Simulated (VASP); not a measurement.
The system is BAs.

```
CELL_PARAMETERS angstrom
0.00000 2.41993 2.41993
2.41993 0.00000 2.41993
2.41993 2.41993 0.00000
ATOMIC_POSITIONS crystal
As 0.75000 0.75000 0.75000
B 0.00000 0.00000 0.00000
```

Base run:

| Quantity | Value |
| --- | --- |
| Program | VASP 6.6.1 |
| Functional | RPBE |
| Potentials or basis | VASP PAW PBE potentials, release 64 (As, B) |
| Cutoff | 520 eV |
| k mesh | 10 × 10 × 10 |
| Occupations | fermi-dirac, width 0.05 eV |
| Spin | no spin polarisation |

Its results: band gap on the k mesh 1.25 eV, indirect (least direct gap 3.23 eV); pressure 0.6 GPa.

The run is repeated on the same cell with these changes: functional from RPBE to PBEsol. What comes out?

Band gap on the k mesh 1.11 eV, indirect (least direct gap 3.19 eV); pressure -5.0 GPa.

PBEsol binds more tightly than RPBE, so the same cell stands under less pressure.

Caveats: the PAW data sets were made with another functional, which shifts forces and pressure a little.

A k mesh can miss the band edges.
